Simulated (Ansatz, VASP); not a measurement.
## Ca12Bi3PN4 in VASP and in Ansatz

```
Ca P Bi N
1.0
    -4.88840    4.88840    4.88840
     4.88840   -4.88840    4.88840
     4.88840    4.88840   -4.88840
Ca P Bi N
12 1 3 4
Direct
  0.50000 0.25000 0.25000
  0.00000 0.75000 0.25000
  0.00000 0.25000 0.75000
  0.50000 0.75000 0.75000
  0.25000 0.50000 0.25000
  0.75000 0.00000 0.25000
  0.75000 0.50000 0.75000
  0.25000 0.00000 0.75000
  0.25000 0.25000 0.50000
  0.75000 0.75000 0.50000
  0.75000 0.25000 0.00000
  0.25000 0.75000 0.00000
  0.00000 0.00000 0.00000
  0.50000 0.50000 0.00000
  0.50000 0.00000 0.50000
  0.00000 0.50000 0.50000
  0.50000 0.50000 0.50000
  0.00000 0.00000 0.50000
  0.00000 0.50000 0.00000
  0.50000 0.00000 0.00000
```

Alike in both runs: task electric field gradients; functional PBE; k mesh 3 × 3 × 3; occupations fermi-dirac, width 0.01 eV; no spin polarisation.

|  | VASP | Ansatz |
| --- | --- | --- |
| version | VASP 6.6.1 | Ansatz 0.2.0 |
| potentials or method | VASP PAW PBE potentials, release 64 (Ca_sv, P, Bi_d, N) | plane-wave PAW, scalar-relativistic |
| plane-wave cutoff (eV) | 520 | 420 |
| valence electrons in the cell | 190 | 190 |

```tsv
	VASP	Ansatz	Ansatz less VASP
gap on the k mesh at the Fermi level (eV)	0.51	0.52	+0.010
pressure (GPa)	-0.6	-0.7	-0.17
rms of the force components (eV/Å)	0.152	0.151	-0.0005
size of Vzz on the site where it differs most (V/Å²)	90.1	89.3	-0.75
```

Atom by atom the forces differ by 0.000 eV/Å (rms over components).

Spin-orbit coupling is off throughout.
